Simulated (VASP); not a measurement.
# CoO (Fm-3m) in VASP: further runs

CoO is run at these levels: PBE; tasks: single point.

Everything below comes from runs of VASP 6.6.1. Logs are shortened: lines on timing, memory, paths and dates and some standing lists are left out, and cuts for length are marked.

## (1) The cell of the first run

It takes space group Fm-3m (No. 225, cubic). The conventional cell has a = 4.263 Å, b = 4.263 Å, c = 4.263 Å, α = 90.00°, β = 90.00°, γ = 90.00°. Co (site symmetry m-3m) has 6 O at 2.13 Å within 2.8 Å. O (site symmetry m-3m) has 6 Co at 2.13 Å within 2.8 Å.

## (2) Single point, PBE, collinear spin, ferromagnetic start

INCAR reads:

```
SYSTEM = CoO
  PREC = Accurate
  ENCUT = 520
  EDIFF = 1E-6
  ISMEAR = 0
  SIGMA = 0.017
  LREAL = .FALSE.
  LASPH = .TRUE.
  NELM = 150
  ALGO = Normal
  ISIF = 2
  LWAVE = .FALSE.
  LCHARG = .FALSE.
  ISPIN = 2
  MAGMOM = 2 0
  LORBIT = 11
  LMAXMIX = 4
  GGA = PE
  NBANDS = 18
```

KPOINTS reads:

```
Automatic mesh
0
G
  11 11 11
  0 0 0
```

POSCAR reads:

```
CoO
1.0
    0.0000000000      2.1315000000      2.1315000000
    2.1315000000      0.0000000000      2.1315000000
    2.1315000000      2.1315000000      0.0000000000
Co O
1 1
Direct
    0.0000000000      0.0000000000      0.0000000000
    0.5000000000      0.5000000000      0.5000000000
```

Potentials or basis: VASP PAW PBE potentials, release 64 (Co, O).

Launch:

```console
$ cat potpaw_PBE.64/Co/POTCAR potpaw_PBE.64/O/POTCAR > POTCAR
$ mpirun -np 1 vasp_std > vasp.out
```

OUTCAR:

```text
SYSTEM = CoO
   PREC = Accurate
   ENCUT = 520
   EDIFF = 1E-6
   ISMEAR = 0
   LREAL = .FALSE.
   LASPH = .TRUE.
   NELM = 150
   ISIF = 2
   ISPIN = 2
   LORBIT = 11
   GGA = PE

 ion  position               nearest neighbor table
   1  0.000  0.000  0.000-   2 2.13   2 2.13   2 2.13   2 2.13   2 2.13   2 2.13
   2  0.500  0.500  0.500-   1 2.13   1 2.13   1 2.13   1 2.13   1 2.13   1 2.13

  LATTYP: Found a face centered cubic cell.
 ALAT       =     4.2630000000

  Lattice vectors:

 A1 = (   0.0000000000,   2.1315000000,   2.1315000000)
 A2 = (   2.1315000000,   0.0000000000,   2.1315000000)
 A3 = (   2.1315000000,   2.1315000000,   0.0000000000)

Analysis of symmetry for initial positions (statically):
[... 25 lines left out ...]
The dynamic configuration has the point symmetry O_h .

Analysis of structural, dynamic, and magnetic symmetry:
=====================================================================
 Subroutine PRICEL returns:
[... 7 lines left out ...]
 out of a pool of 48 trial point group operations.

The overall configuration has the point symmetry O_h .

 Subroutine INISYM returns: Found 48 space group operations
[... 5 lines left out ...]
                                     Primitive cell

  volume of cell :      19.3681

  direct lattice vectors                    reciprocal lattice vectors
     0.000000000  2.131500000  2.131500000    -0.234576589  0.234576589  0.234576589
     2.131500000  0.000000000  2.131500000     0.234576589 -0.234576589  0.234576589
     2.131500000  2.131500000  0.000000000     0.234576589  0.234576589 -0.234576589

  length of vectors
     3.014396208  3.014396208  3.014396208     0.406298571  0.406298571  0.406298571

  position of ions in fractional coordinates (direct lattice)
     0.000000000  0.000000000  0.000000000
     0.500000000  0.500000000  0.500000000

  ion indices of the primitive-cell ions
   primitive index   ion index
                 1           1
                 2           2

----------------------------------------------------------------------------------------

 KPOINTS: Automatic mesh

Automatic generation of k-mesh.
 Grid dimensions read from file:
 generate k-points for:   11   11   11

 Generating k-lattice:

  Cartesian coordinates                     Fractional coordinates (reciprocal lattice)
    -0.021325144  0.021325144  0.021325144     0.090909091  0.000000000  0.000000000
     0.021325144 -0.021325144  0.021325144     0.000000000  0.090909091  0.000000000
     0.021325144  0.021325144 -0.021325144     0.000000000  0.000000000  0.090909091

  Length of vectors
     0.036936234  0.036936234  0.036936234

  Shift w.r.t. Gamma in fractional coordinates (k-lattice)
     0.000000000  0.000000000  0.000000000

 Subroutine IBZKPT returns following result:
 ===========================================

 Found     56 irreducible k-points:

 Following reciprocal coordinates:
            Coordinates               Weight
  0.000000  0.000000  0.000000      1.000000
  0.090909  0.000000  0.000000      8.000000
  0.181818  0.000000  0.000000      8.000000
  0.272727  0.000000  0.000000      8.000000
  0.363636  0.000000  0.000000      8.000000
  0.454545  0.000000  0.000000      8.000000
[... 16 lines left out ...]
 -0.272727  0.181818  0.000000     24.000000
 -0.181818  0.181818  0.000000     12.000000
 [... further k-points ...]
   k-points           NKPTS =     56   k-points in BZ     NKDIM =     56   number of bands    NBANDS=     18
   number of dos      NEDOS =    301   number of ions     NIONS =      2
   total plane-waves  NPLWV =  13824
   dimension x,y,z NGX =    24 NGY =   24 NGZ =   24
   dimension x,y,z NGXF=    48 NGYF=   48 NGZF=   48
   ions per type =               1   1
   NGX,Y,Z   is equivalent  to a cutoff of  13.24, 13.24, 13.24 a.u.
   NGXF,Y,Z  is equivalent  to a cutoff of  26.47, 26.47, 26.47 a.u.
 SYSTEM =  CoO
   PREC   = accura    normal or accurate (medium, high low for compatibility)
   ISTART =      0    job   : 0-new  1-cont  2-samecut
   ICHARG =      2    charge: 1-file 2-atom 10-const
   ISPIN  =      2    spin polarized calculation?
   LNONCOLLINEAR =      F non collinear calculations
   LSORBIT =      F    spin-orbit coupling
   LASPH  =      T    aspherical Exc in radial PAW
   ENCUT  =  520.0 eV  38.22 Ry    6.18 a.u.   5.60  5.60  5.60*2*pi/ulx,y,z
   NELM   =    150;   NELMIN=  2; NELMDL= -5     # of ELM steps
   EDIFF  = 0.1E-05   stopping-criterion for ELM
   LREAL  =      F    real-space projection
   EDIFFG = 0.1E-04   stopping-criterion for IOM
   NSW    =      0    number of steps for IOM
   IBRION =     -1    ionic relax: 0-MD 1-quasi-New 2-CG
   NFREE  =      0    steps in history (QN), initial steepest desc. (CG)
   ISIF   =      2    stress and relaxation
   ISYM   =      2    0-nonsym 1-usesym 2-fastsym
   POTIM  = 0.5000    time-step for ionic-motion
   TEBEG  =    0.0;   TEEND  =   0.0 temperature during run
   PSTRESS=    0.0 pullay stress
   NELECT =      15.0000    total number of electrons
   NUPDOWN=      -1.0000    fix difference up-down
   EMIN   =  10.00;   EMAX   =-10.00  energy-range for DOS
   EFERMI =   0.00;   METHOD = LEGACY
   ISMEAR =     0;   SIGMA  =   0.02  broadening in eV -4-tet -1-fermi 0-gaus
   EFERMI_NEDOS =   21; number of points for ismear=-14 and -15
   IALGO  =     38    algorithm
   IMIX   =      4    mixing-type and parameters
     AMIX     =   0.40;   BMIX     =  1.00
     AMIX_MAG =   1.60;   BMIX_MAG =  1.00
  volume/ion in A,a.u.               =       9.68        65.35
  Fermi-wavevector in a.u.,A,eV,Ry     =   1.503407  2.841027 30.752334  2.260233
  Thomas-Fermi vector in A             =   2.614521
   LORBIT       =     11    0 simple, 1 ext, 2 COOP (PROOUT), +10 PAW based schemes
   GGA     = PE    functional components
   LHFCALC =     F    Hartree Fock is set to
   AEXX    =    0.0000 exact exchange contribution
   IVDW    =     0    specifies the selected vdW correction
   LEPSILON=     F    determine dielectric tensor
   LRPA    =     F    only Hartree local field effects (RPA)
 spin polarized calculation
 Gauss-broadening in eV      SIGMA  =   0.02
  energy-cutoff  :      520.00
  volume of cell :       19.37
 maximum number of plane-waves:       534
   NGX = 11   NGY = 11   NGZ = 11

 number of electron      15.0000007 magnetization       2.9271690

 Free energy of the ion-electron system (eV)
  ---------------------------------------------------
  ext. energy  EPLUGINS =         0.00000000
  ---------------------------------------------------
  free energy    TOTEN  =       -13.04551363 eV

  energy without entropy =      -13.04478081  energy(sigma->0) =      -13.04514722

 E-fermi :   7.8876     XC(G=0): -12.3956

 val. band max:        7.8828311424   @ k =  -0.2727   0.1818   0.0000
 cond. band min:       7.8879801320   @ k =  -0.4545   0.0909   0.0000
 fundamental gap:      0.0051489896
 Fermi energy:         7.8875707972

 spin component 1

 k-point     1 :       0.0000    0.0000    0.0000
  band No.  band energies     occupation
      1     -12.2955      1.00000
      2       4.6043      1.00000
      3       4.6043      1.00000
      4       4.7678      1.00000
      5       4.7678      1.00000
      6       4.7678      1.00000
[... 10 lines left out ...]
     17      29.2960      0.00000
     18      32.7812      0.00000

 k-point     2 :       0.0909    0.0000    0.0000
  band No.  band energies     occupation
      1     -12.2108      1.00000
      2       3.8690      1.00000
      3       3.8690      1.00000
      4       3.8920      1.00000
      5       4.8324      1.00000
      6       4.8324      1.00000
[... 10 lines left out ...]
     17      30.4361      0.00000
     18      34.0715      0.00000

 k-point     3 :       0.1818    0.0000    0.0000
  band No.  band energies     occupation
      1     -11.9747      1.00000
      2       2.6324      1.00000
      3       3.1400      1.00000
      4       3.1400      1.00000
      5       4.9822      1.00000
      6       4.9822      1.00000
[... 412 lines left out ...]
 k-point    23 :      -0.2727    0.1818    0.0000
  band No.  band energies     occupation
      1     -11.2839      1.00000
      2       0.7124      1.00000
      3       2.0664      1.00000
      4       2.4168      1.00000
      5       5.2664      1.00000
      6       5.2856      1.00000
[... 10 lines left out ...]
     17      35.6089      0.00000
     18      37.3698      0.00000

 k-point    24 :      -0.1818    0.1818    0.0000
  band No.  band energies     occupation
      1     -11.5590      1.00000
      2       1.2729      1.00000
      3       2.3099      1.00000
      4       2.9303      1.00000
      5       5.1256      1.00000
      6       5.1350      1.00000
[... 10 lines left out ...]
     17      35.6114      0.00000
     18      37.4003      0.00000

 [... further k-points ...]

 spin component 2

 k-point     1 :       0.0000    0.0000    0.0000
  band No.  band energies     occupation
      1     -11.7828      1.00000
      2       5.3402      1.00000
      3       5.3402      1.00000
      4       5.3402      1.00000
      5       6.7818      1.00000
      6       6.7818      1.00000
[... 10 lines left out ...]
     17      30.2581      0.00000
     18      33.5951      0.00000

 k-point     2 :       0.0909    0.0000    0.0000
  band No.  band energies     occupation
      1     -11.6958      1.00000
      2       4.6231      1.00000
      3       5.0434      1.00000
      4       5.0434      1.00000
      5       6.8866      1.00000
      6       6.8866      1.00000
[... 10 lines left out ...]
     17      31.2316      0.00000
     18      34.9306      0.00000

 k-point     3 :       0.1818    0.0000    0.0000
  band No.  band energies     occupation
      1     -11.4527      1.00000
      2       3.3076      1.00000
      3       4.4691      1.00000
      4       4.4692      1.00000
      5       7.0992      1.00000
      6       7.0992      1.00000
[... 412 lines left out ...]
 k-point    23 :      -0.2727    0.1818    0.0000
  band No.  band energies     occupation
      1     -10.7330      1.00000
      2       1.3962      1.00000
      3       3.2596      1.00000
      4       3.4864      1.00000
      5       7.3841      1.00000
      6       7.7289      1.00000
[... 10 lines left out ...]
     17      36.0711      0.00000
     18      37.9775      0.00000

 k-point    24 :      -0.1818    0.1818    0.0000
  band No.  band energies     occupation
      1     -11.0210      1.00000
      2       2.0188      1.00000
      3       3.7491      1.00000
      4       3.7580      1.00000
      5       7.1805      1.00000
      6       7.6244      1.00000
[... 10 lines left out ...]
     17      36.2264      0.00000
     18      37.9879      0.00000

 [... further k-points ...]
[... 5 lines left out ...]
  --------------------------------------------------------------------------------------
  -------------------------------------------------------------------------------------
  Total       -0.2944052     -0.2944052     -0.2944052     -0.0000000     -0.0000000      0.0000000
  in kB      -24.3539883    -24.3539883    -24.3539883     -0.0000000     -0.0000000      0.0000000
  external PRESSURE =     -24.3539883 kB  Pullay stress =       0.0000000 kB

 VOLUME and BASIS-vectors are now :
 -----------------------------------------------------------------------------
  energy-cutoff  :      520.00
  volume of cell :       19.37
      direct lattice vectors                 reciprocal lattice vectors
     0.000000000  2.131500000  2.131500000    -0.234576589  0.234576589  0.234576589
     2.131500000  0.000000000  2.131500000     0.234576589 -0.234576589  0.234576589
     2.131500000  2.131500000  0.000000000     0.234576589  0.234576589 -0.234576589

 POSITION                                       TOTAL-FORCE (eV/Angst)
 -----------------------------------------------------------------------------------
      0.00000      0.00000      0.00000         0.000000      0.000000     -0.000000
      2.13150      2.13150      2.13150         0.000000      0.000000      0.000000
 -----------------------------------------------------------------------------------
    total drift:                                0.000000     -0.000000     -0.000000

  FREE ENERGIE OF THE ION-ELECTRON SYSTEM (eV)
  ---------------------------------------------------
  free  energy   TOTEN  =       -13.0455136288 eV

  energy  without entropy=      -13.0447808095  energy(sigma->0) =      -13.04514722

 total charge

# of ion       s       p       d       tot
------------------------------------------
    1        0.293   0.355   7.140   7.788
    2        1.556   3.423   0.000   4.979
--------------------------------------------------
tot          1.849   3.777   7.140  12.767

 magnetization (x)

# of ion       s       p       d       tot
------------------------------------------
    1        0.021   0.018   2.533   2.571
    2        0.029   0.277   0.000   0.306
--------------------------------------------------
tot          0.049   0.295   2.533   2.877
```

It took 49 s on 1 thread of Intel Xeon Platinum 8488C (Sapphire Rapids), shared host; peak memory 0.16 GiB.

What came out:

| Property | Result |
| --- | --- |
| Free energy | -13.0455 eV |
| Pressure | -2.4 GPa |
| Net moment | 2.93 μB per cell |
| Site moments | Co +2.57; O +0.31 μB |
| Valence electrons inside the program's atomic spheres | Co 7.79; O 4.98 |

Caveat: a cell with one magnetic atom can't hold antiferromagnetic order, which such compounds often take; semilocal functionals often make such compounds metallic where correlation or magnetic order opens a gap, which also shifts bond lengths. With open d or f shells a metallic result of PBE can be an artefact of self-interaction; +U or a hybrid may open a gap.

## (3) Single point, PBE, collinear spin, ferromagnetic start

INCAR reads:

```
SYSTEM = CoO
ALGO = Normal
EDIFF = 1E-7
ENCUT = 520
GGA = PE
ISIF = 2
ISMEAR = 0
ISPIN = 2
LASPH = .TRUE.
LCHARG = .TRUE.
LELF = .TRUE.
LMAXMIX = 4
LORBIT = 11
LREAL = .FALSE.
LVHAR = .TRUE.
LWAVE = .FALSE.
MAGMOM = 2 0
NBANDS = 18
NELM = 150
PREC = Accurate
SIGMA = 0.018000000000000002
```

KPOINTS reads:

```
k-points
0
G
  11 11 11
  0 0 0
```

POSCAR is that of step 2.

Potentials or basis: VASP PAW PBE potentials, release 64 (Co, O).

Launch:

```console
$ cat potpaw_PBE.64/Co/POTCAR potpaw_PBE.64/O/POTCAR > POTCAR
$ mpirun -np 1 vasp_std > vasp.out
```

OUTCAR:

```text
SYSTEM = CoO
   EDIFF = 1E-7
   ENCUT = 520
   GGA = PE
   ISIF = 2
   ISMEAR = 0
   ISPIN = 2
   LASPH = .TRUE.
   LORBIT = 11
   LREAL = .FALSE.
   NELM = 150
   PREC = Accurate

 ion  position               nearest neighbor table
   1  0.000  0.000  0.000-   2 2.13   2 2.13   2 2.13   2 2.13   2 2.13   2 2.13
   2  0.500  0.500  0.500-   1 2.13   1 2.13   1 2.13   1 2.13   1 2.13   1 2.13

  LATTYP: Found a face centered cubic cell.
 ALAT       =     4.2630000000

  Lattice vectors:

 A1 = (   0.0000000000,   2.1315000000,   2.1315000000)
 A2 = (   2.1315000000,   0.0000000000,   2.1315000000)
 A3 = (   2.1315000000,   2.1315000000,   0.0000000000)

Analysis of symmetry for initial positions (statically):
[... 25 lines left out ...]
The dynamic configuration has the point symmetry O_h .

Analysis of structural, dynamic, and magnetic symmetry:
=====================================================================
 Subroutine PRICEL returns:
[... 7 lines left out ...]
 out of a pool of 48 trial point group operations.

The overall configuration has the point symmetry O_h .

 Subroutine INISYM returns: Found 48 space group operations
[... 661 lines left out ...]

 k-point     1 :       0.0000    0.0000    0.0000
  band No.  band energies     occupation
      1     -11.7825      1.00000
      2       5.3405      1.00000
      3       5.3405      1.00000
      4       5.3405      1.00000
      5       6.7816      1.00000
      6       6.7817      1.00000
[... 493 lines left out ...]
     17      36.2264      0.00000
     18      37.9880      0.00000

 [... further k-points ...]
[... 5 lines left out ...]
  --------------------------------------------------------------------------------------
  -------------------------------------------------------------------------------------
  Total       -0.2883454     -0.2883454     -0.2883454     -0.0000000      0.0000000     -0.0000000
  in kB      -23.8527066    -23.8527066    -23.8527066     -0.0000000      0.0000000     -0.0000000
  external PRESSURE =     -23.8527066 kB  Pullay stress =       0.0000000 kB

 VOLUME and BASIS-vectors are now :
 -----------------------------------------------------------------------------
  energy-cutoff  :      520.00
  volume of cell :       19.37
      direct lattice vectors                 reciprocal lattice vectors
     0.000000000  2.131500000  2.131500000    -0.234576589  0.234576589  0.234576589
     2.131500000  0.000000000  2.131500000     0.234576589 -0.234576589  0.234576589
     2.131500000  2.131500000  0.000000000     0.234576589  0.234576589 -0.234576589

 POSITION                                       TOTAL-FORCE (eV/Angst)
 -----------------------------------------------------------------------------------
      0.00000      0.00000      0.00000        -0.000000      0.000000     -0.000000
      2.13150      2.13150      2.13150         0.000000     -0.000000      0.000000
 -----------------------------------------------------------------------------------
    total drift:                                0.000000     -0.000000     -0.000000

  FREE ENERGIE OF THE ION-ELECTRON SYSTEM (eV)
  ---------------------------------------------------
  free  energy   TOTEN  =       -13.0455574805 eV

  energy  without entropy=      -13.0447574476  energy(sigma->0) =      -13.04515746

 total charge

# of ion       s       p       d       tot
------------------------------------------
    1        0.293   0.355   7.141   7.788
    2        1.556   3.423   0.000   4.979
--------------------------------------------------
tot          1.849   3.777   7.141  12.767

 magnetization (x)

# of ion       s       p       d       tot
------------------------------------------
    1        0.021   0.018   2.533   2.571
    2        0.029   0.277   0.000   0.306
--------------------------------------------------
tot          0.049   0.295   2.533   2.877
```

OSZICAR:

```text
N       E                     dE             d eps       ncg     rms          rms(c)
DAV:   1     0.777045574391E+02    0.77705E+02   -0.65255E+03  4168   0.954E+02
DAV:   2    -0.104239857064E+02   -0.88129E+02   -0.76073E+02  4286   0.221E+02
DAV:   3    -0.153929341205E+02   -0.49689E+01   -0.48215E+01  4776   0.560E+01
DAV:   4    -0.154440674589E+02   -0.51133E-01   -0.51093E-01  4908   0.540E+00
DAV:   5    -0.154452296959E+02   -0.11622E-02   -0.11620E-02  4918   0.809E-01    0.169E+01
DAV:   6    -0.143530466154E+02    0.10922E+01   -0.17234E+01  5194   0.609E+01    0.205E+01
DAV:   7    -0.131681594513E+02    0.11849E+01   -0.73557E+00  5036   0.477E+01    0.827E+00
DAV:   8    -0.130606925046E+02    0.10747E+00   -0.42630E-01  5694   0.998E+00    0.410E+00
DAV:   9    -0.130715041263E+02   -0.10812E-01   -0.25400E-01  6010   0.808E+00    0.300E+00
DAV:  10    -0.130458420736E+02    0.25662E-01   -0.11519E-01  5910   0.638E+00    0.373E-01
DAV:  11    -0.130456908082E+02    0.15127E-03   -0.14314E-02  5474   0.140E+00    0.348E-01
DAV:  12    -0.130455358322E+02    0.15498E-03   -0.14752E-03  5882   0.620E-01    0.439E-02
DAV:  13    -0.130455704243E+02   -0.34592E-04   -0.92847E-05  4796   0.892E-02    0.860E-02
DAV:  14    -0.130455588961E+02    0.11528E-04   -0.88059E-06  5916   0.335E-02    0.355E-02
DAV:  15    -0.130455573222E+02    0.15739E-05   -0.98039E-06  5756   0.572E-02    0.740E-03
DAV:  16    -0.130455574353E+02   -0.11314E-06   -0.21332E-06  6122   0.169E-02    0.157E-03
DAV:  17    -0.130455574805E+02   -0.45189E-07   -0.11256E-07  2994   0.399E-03
   1 F= -.13045557E+02 E0= -.13045157E+02  d E =-.800033E-03  mag=     2.9276
```

Wall time 48 s (1 thread of Intel Xeon Platinum 8488C (Sapphire Rapids), shared host); peak memory 0.16 GiB.

Results:

- Free energy: -13.0456 eV
- Pressure: -2.4 GPa
- Net moment: 2.93 μB per cell
- Site moments: Co +2.57; O +0.31 μB
- Valence electrons inside the program's atomic spheres: Co 7.79; O 4.98

Caveat: a cell with one magnetic atom can't hold antiferromagnetic order, which such compounds often take; semilocal functionals often make such compounds metallic where correlation or magnetic order opens a gap, which also shifts bond lengths.

(Continued in part 2 of 2.)
